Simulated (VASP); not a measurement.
# Sr15SnO16 (a cell with a defect) in VASP: single point with PBEsol

Aim: the single point of Sr15SnO16 (a cell with a defect) with PBEsol.

All numbers are computed with VASP 6.6.1; they aren't measurements. Logs are shortened: lines on timing, memory, paths and dates and some standing lists are left out, and cuts for length are marked.

**1. The cell of the first run**

The cell holds a defect, 64 atoms: a = 10.245 Å, b = 10.245 Å, c = 10.245 Å, α = 90.00°, β = 90.00°, γ = 90.00°.

**2. Single point, PBEsol**

The input, INCAR:

```
  ALGO = Normal
  EDIFF = 1E-6
  ENCUT = 520
  GGA = PS
  GGA_COMPAT = F
  ISIF = 2
  ISMEAR = -1
  ISYM = -1
  LASPH = T
  LCHARG = F
  LREAL = Auto
  LWAVE = F
  NBANDS = 298
  NELM = 120
  PREC = Accurate
  SIGMA = 0.05
```

The input, KPOINTS:

```
explicit points
1
Reciprocal
  0.25000000   0.25000000   0.25000000 1
```

The input, POSCAR:

```
Sr15SnO16
1.0
   10.2454930000      0.0000000000      0.0000000000
    0.0000000000     10.2454930000      0.0000000000
    0.0000000000      0.0000000000     10.2454930000
O Sr Sn
32 30 2
Direct
    0.2495870000      0.9986480000      0.9979970000
    0.2432060000      0.0147830000      0.5034620000
    0.2495800000      0.4993330000      0.0001110000
    0.2219940000      0.5216210000      0.5008960000
    0.7500280000      0.9986960000      0.9997170000
    0.7515480000      0.0026100000      0.4998180000
    0.7506180000      0.4988490000      0.0013700000
    0.7386050000      0.4962150000      0.4959140000
    0.0003100000      0.2483310000      0.9981470000
    0.0162640000      0.2455640000      0.5038980000
    0.9996530000      0.7486770000      0.0003070000
    0.9938550000      0.7521330000      0.5002510000
    0.5014340000      0.2488790000      0.9986920000
    0.5320050000      0.2651900000      0.4954100000
    0.5002130000      0.7499350000      0.0029260000
    0.4996510000      0.7803050000      0.4993920000
    0.0004980000      0.9986210000      0.2506320000
    0.9989950000      0.9982920000      0.7505680000
    0.9992890000      0.4969530000      0.2512110000
    0.9968050000      0.4976890000      0.7506900000
    0.4994170000      0.0019160000      0.2503200000
    0.4990540000      0.0039410000      0.7503950000
    0.5053230000      0.4932360000      0.2641170000
    0.5010330000      0.4966610000      0.7720800000
    0.2496050000      0.2472770000      0.2270280000
    0.2448080000      0.2458810000      0.7353530000
    0.2511610000      0.7500290000      0.2502470000
    0.2507240000      0.7497520000      0.7491020000
    0.7549850000      0.2480690000      0.2484110000
    0.7514670000      0.2491020000      0.7483730000
    0.7496680000      0.7482460000      0.2502860000
    0.7486070000      0.7480580000      0.7489330000
    0.0003360000      0.9972170000      0.9997460000
    0.9980420000      0.9938570000      0.5008810000
    0.0032850000      0.4997030000      0.9992740000
    0.9962120000      0.5043390000      0.5018130000
    0.4994110000      0.9983320000      0.9987400000
    0.5002600000      0.0121690000      0.5011560000
    0.4974760000      0.4999160000      0.0049880000
    0.2516950000      0.2514630000      0.9943350000
    0.2515040000      0.7461690000      0.0013030000
    0.2544290000      0.7504800000      0.4988420000
    0.7495020000      0.2488040000      0.0005360000
    0.7626100000      0.2471070000      0.4974980000
    0.7484790000      0.7486380000      0.0004240000
    0.7427160000      0.7522080000      0.4992580000
    0.2497160000      0.0030110000      0.2475260000
    0.2499740000      0.9958300000      0.7519940000
    0.2488970000      0.4933750000      0.2627180000
    0.2547060000      0.5011000000      0.7384750000
    0.7504050000      0.9990680000      0.2488820000
    0.7486090000      0.9982540000      0.7505790000
    0.7537700000      0.4979110000      0.2462150000
    0.7455220000      0.4993770000      0.7535100000
    0.0059970000      0.2481130000      0.2450270000
    0.9972540000      0.2491430000      0.7544700000
    0.0012930000      0.7481990000      0.2506290000
    0.9995720000      0.7474120000      0.7499110000
    0.4973080000      0.2463970000      0.2493550000
    0.5031540000      0.2541790000      0.7474350000
    0.4992470000      0.7520860000      0.2561850000
    0.4995730000      0.7453880000      0.7445000000
    0.5179920000      0.4789580000      0.4870910000
    0.2321550000      0.2392820000      0.5131430000
```

Potentials or basis: VASP PAW PBE potentials, release 64 (O, Sr_sv, Sn_d).

On the command line:

```bash
$ cat potpaw_PBE.64/O/POTCAR potpaw_PBE.64/Sr_sv/POTCAR potpaw_PBE.64/Sn_d/POTCAR > POTCAR
$ mpirun -np 1 vasp_std > vasp.out
```

OUTCAR:

```text
EDIFF = 1E-6
   ENCUT = 520
   GGA = PS
   ISIF = 2
   ISMEAR = -1
   ISYM = -1
   LASPH = T
   LREAL = Auto
   NELM = 120
   PREC = Accurate

 ion  position               nearest neighbor table
   1  0.250  0.999  0.998-  48 2.52  33 2.55  47 2.56  37 2.56  41 2.59  40 2.59
   2  0.243  0.015  0.503-  64 2.31  34 2.52  48 2.55  47 2.63  38 2.63  42 2.71
   3  0.250  0.499  0.000-  35 2.52  41 2.53  39 2.54  40 2.54  50 2.68  49 2.69
   4  0.222  0.522  0.501-  36 2.32  42 2.37  50 2.47  49 2.47
   5  0.750  0.999  1.000-  52 2.55  51 2.55  45 2.56  43 2.56  33 2.56  37 2.57
   6  0.752  0.003  0.500-  44 2.51  34 2.53  46 2.57  52 2.57  51 2.57  38 2.58
   7  0.751  0.499  0.001-  53 2.51  54 2.54  45 2.56  43 2.56  35 2.59  39 2.59
   8  0.739  0.496  0.496-  63 2.27  53 2.56  44 2.56  46 2.62  54 2.64  36 2.64
   9  0.000  0.248  0.998-  56 2.50  55 2.53  43 2.57  33 2.57  35 2.58  40 2.58
  10  0.016  0.246  0.504-  64 2.21  56 2.57  34 2.59  44 2.60  55 2.65  36 2.66
  11  1.000  0.749  0.000-  33 2.55  35 2.55  57 2.56  58 2.57  45 2.57  41 2.58
  12  0.994  0.752  0.500-  34 2.48  36 2.54  57 2.56  58 2.56  46 2.57  42 2.67
  13  0.501  0.249  0.999-  43 2.54  40 2.56  37 2.57  59 2.57  39 2.57  60 2.57
  14  0.532  0.265  0.495-  63 2.20  44 2.37  59 2.55  60 2.60  38 2.61
  15  0.500  0.750  0.003-  45 2.54  37 2.55  41 2.55  39 2.56  61 2.59  62 2.65
  16  0.500  0.780  0.499-  38 2.38  46 2.51  61 2.51  42 2.53  62 2.54
  17  0.000  0.999  0.251-  47 2.55  55 2.56  51 2.56  34 2.56  57 2.57  33 2.57
  18  0.999  0.998  0.751-  33 2.55  34 2.56  52 2.57  58 2.57  56 2.57  48 2.57
  19  0.999  0.497  0.251-  53 2.52  55 2.55  49 2.56  36 2.57  57 2.57  35 2.58
  20  0.997  0.498  0.751-  56 2.55  35 2.55  36 2.55  58 2.56  54 2.57  50 2.65
  21  0.499  0.002  0.250-  59 2.50  47 2.56  61 2.56  51 2.57  38 2.57  37 2.58
[... 57 lines left out ...]
  56  0.997  0.249  0.754-   9 2.50  30 2.52  26 2.54  20 2.55  18 2.57  10 2.57  64 3.45  44 3.57
                            43 3.58  40 3.58  35 3.59  33 3.60  52 3.62  54 3.64  48 3.67  36 3.68
  57  0.001  0.748  0.251-  12 2.56  27 2.56  11 2.56  17 2.57  19 2.57  31 2.58  36 3.59  34 3.59
                            53 3.61  41 3.62  35 3.62  33 3.62  42 3.63  51 3.64  49 3.64  45 3.64
  58  1.000  0.747  0.750-  20 2.56  12 2.56  11 2.57  18 2.57  32 2.57  28 2.57  36 3.56  34 3.59
                            35 3.60  48 3.61  33 3.62  45 3.63  50 3.64  52 3.64  54 3.64  41 3.65
  59  0.497  0.246  0.249-  21 2.50  23 2.53  25 2.55  14 2.55  13 2.57  29 2.64  63 3.41  38 3.52
                            47 3.56  49 3.59  39 3.61  37 3.61  51 3.63  40 3.63  43 3.63  53 3.68
  60  0.503  0.254  0.747-  24 2.50  30 2.54  22 2.56  13 2.57  14 2.60  26 2.65  63 3.53  54 3.53
                            38 3.54  50 3.59  40 3.61  43 3.62  52 3.63  39 3.65  64 3.67  37 3.67
  61  0.499  0.752  0.256-  16 2.51  27 2.54  21 2.56  31 2.57  15 2.59  23 2.65  46 3.52  42 3.53
                            51 3.61  47 3.63  41 3.64  39 3.65  37 3.65  45 3.66  38 3.66  63 3.67
  62  0.500  0.745  0.745-  16 2.54  28 2.55  32 2.55  24 2.56  15 2.65  22 2.65  46 3.54  50 3.54
                            42 3.56  54 3.57  48 3.62  52 3.64  45 3.66  41 3.66  39 3.67  37 3.67
  63  0.518  0.479  0.487-  14 2.20   8 2.27  23 2.29  59 3.41  44 3.45  53 3.46  60 3.53  49 3.59
                            54 3.60  46 3.63  61 3.67  50 3.74  62 3.80  42 3.88
  64  0.232  0.239  0.513-  10 2.21  26 2.28   2 2.31  56 3.45  34 3.48  48 3.50  50 3.55  55 3.59
                            38 3.60  36 3.64  47 3.65  49 3.66  60 3.67  59 3.83

[... 203 lines left out ...]
   LORBIT       =      0    0 simple, 1 ext, 2 COOP (PROOUT), +10 PAW based schemes
   GGA     = PS    functional components
   LHFCALC =     F    Hartree Fock is set to
   AEXX    =    0.0000 exact exchange contribution
   IVDW    =     0    specifies the selected vdW correction
   LEPSILON=     F    determine dielectric tensor
   LRPA    =     F    only Hartree local field effects (RPA)
 non-spin polarized calculation
  energy-cutoff  :      520.00
  volume of cell :     1075.47
 maximum number of plane-waves:     28978
 NGX is ok and might be reduce to    80
   NGX = 39   NGY = 39   NGZ = 39

 number of electron     520.0000057 magnetization

 Free energy of the ion-electron system (eV)
  ---------------------------------------------------
  ext. energy  EPLUGINS =         0.00000000
  ---------------------------------------------------
  free energy    TOTEN  =      -402.29698258 eV

  energy without entropy =     -402.29698258  energy(sigma->0) =     -402.29698258

 E-fermi :   4.1479     XC(G=0): -10.3594

 val. band max:        2.9429813717   @ k =   0.2500   0.2500   0.2500
 cond. band min:       5.5099113786   @ k =   0.2500   0.2500   0.2500
 fundamental gap:      2.5669300069
 Fermi energy:         4.1478975821

 k-point     1 :       0.2500    0.2500    0.2500
  band No.  band energies     occupation
      1     -30.4385      2.00000
      2     -30.3950      2.00000
      3     -30.3684      2.00000
      4     -30.3655      2.00000
      5     -30.3458      2.00000
      6     -30.3394      2.00000
[... 264 lines left out ...]
    271       6.6516      0.00000
    272       6.7427      0.00000
 [bands above 272 left out]

------------------------ aborting loop because EDIFF is reached ----------------------------------------

  FORCE on cell =-STRESS in cart. coord.  units (eV):
  Direction    XX          YY          ZZ          XY          YZ          ZX
  --------------------------------------------------------------------------------------
  -------------------------------------------------------------------------------------
  Total        6.9661646      5.7373742      4.9988754      0.1170473      0.1504710     -1.1221688
  in kB       10.3778105      8.5472257      7.4470508      0.1743706      0.2241635     -1.6717456
  external PRESSURE =       8.7906956 kB  Pullay stress =       0.0000000 kB

 VOLUME and BASIS-vectors are now :
 -----------------------------------------------------------------------------
  energy-cutoff  :      520.00
  volume of cell :     1075.47
      direct lattice vectors                 reciprocal lattice vectors
    10.245493000  0.000000000  0.000000000     0.097603893  0.000000000  0.000000000
     0.000000000 10.245493000  0.000000000     0.000000000  0.097603893  0.000000000
     0.000000000  0.000000000 10.245493000     0.000000000  0.000000000  0.097603893

 POSITION                                       TOTAL-FORCE (eV/Angst)
 -----------------------------------------------------------------------------------
      2.55714     10.23164     10.22497         0.000642      0.003620      0.012488
      2.49177      0.15146      5.15822         0.010272      0.003247     -0.005016
      2.55707      5.11591      0.00114         0.002873     -0.004150      0.000238
      2.27444      5.34426      5.13193         0.062596     -0.049063     -0.003377
      7.68441     10.23213     10.24259         0.001677      0.001009      0.000930
      7.69998      0.02674      5.12088        -0.013670     -0.012626     -0.000918
[... 56 lines left out ...]
      5.30708      4.90716      4.99049        -0.020894      0.042255      0.024022
      2.37854      2.45156      5.25740         0.026175      0.010943     -0.012454
 -----------------------------------------------------------------------------------
    total drift:                               -0.015598      0.025319      0.016517

  FREE ENERGIE OF THE ION-ELECTRON SYSTEM (eV)
  ---------------------------------------------------
  free  energy   TOTEN  =      -402.2969825801 eV

  energy  without entropy=     -402.2969825801  energy(sigma->0) =     -402.29698258
```

Wall time 12 min (1 thread of Intel Xeon 6975P-C (Granite Rapids), shared host); peak memory 1.1 GiB.

What came out:

| Item | Value |
| --- | --- |
| Free energy | -402.2970 eV |
| Pressure | 0.9 GPa |
| Largest force | 0.080 eV/Å |
| Band gap on the k mesh | 2.57 eV |

Forces on the atoms (eV/Å):
```
O    0.001  0.004  0.012
O    0.010  0.003 -0.005
O    0.003 -0.004  0.000
O    0.063 -0.049 -0.003
O    0.002  0.001  0.001
O   -0.014 -0.013 -0.001
O   -0.005  0.002 -0.007
O   -0.004 -0.005  0.004
O   -0.002  0.003  0.014
O    0.010  0.005 -0.003
O    0.000  0.002  0.001
O    0.009 -0.016 -0.001
O   -0.004  0.008  0.005
O   -0.057  0.008  0.003
O    0.000 -0.002 -0.007
O   -0.002 -0.038  0.006
O   -0.003  0.004 -0.002
O    0.003  0.003 -0.005
O    0.010  0.000 -0.002
O    0.009  0.003 -0.003
O    0.003 -0.010  0.004
O    0.003 -0.006 -0.008
O   -0.012  0.002  0.005
O   -0.007  0.007 -0.047
O    0.008  0.010  0.050
O    0.011  0.010 -0.013
O   -0.002 -0.005  0.002
O   -0.003 -0.005  0.000
O   -0.008  0.006  0.003
O   -0.009  0.004  0.003
O    0.002  0.003  0.000
O    0.005  0.004  0.001
Sr  -0.002 -0.005 -0.004
Sr  -0.003  0.007  0.000
Sr   0.001  0.005 -0.002
Sr  -0.072 -0.012  0.001
Sr   0.002  0.000 -0.002
Sr  -0.008  0.029  0.001
Sr   0.001  0.005  0.041
Sr   0.002 -0.006 -0.048
Sr  -0.002 -0.002 -0.002
Sr   0.000  0.056 -0.004
Sr  -0.003 -0.006 -0.007
Sr   0.045 -0.007  0.002
Sr   0.004  0.002 -0.002
Sr   0.008 -0.012 -0.001
Sr   0.001 -0.015  0.007
Sr  -0.001  0.005  0.004
Sr   0.010  0.011 -0.022
Sr  -0.008 -0.010  0.024
Sr  -0.001 -0.002 -0.004
Sr   0.000  0.001  0.005
Sr  -0.001  0.004 -0.002
Sr   0.014 -0.001 -0.008
Sr  -0.016 -0.003  0.010
Sr   0.002 -0.004  0.002
Sr   0.001 -0.002 -0.007
Sr  -0.001 -0.001  0.008
Sr   0.009 -0.008 -0.005
Sr  -0.008 -0.016 -0.005
Sr   0.002 -0.014 -0.013
Sr   0.000  0.007  0.011
Sn  -0.021  0.042  0.024
Sn   0.026  0.011 -0.012
```

Caveat: the PAW data sets were made with another functional, which shifts forces and pressure a little; spin-orbit coupling is left out, which moves the levels of the heavy elements.
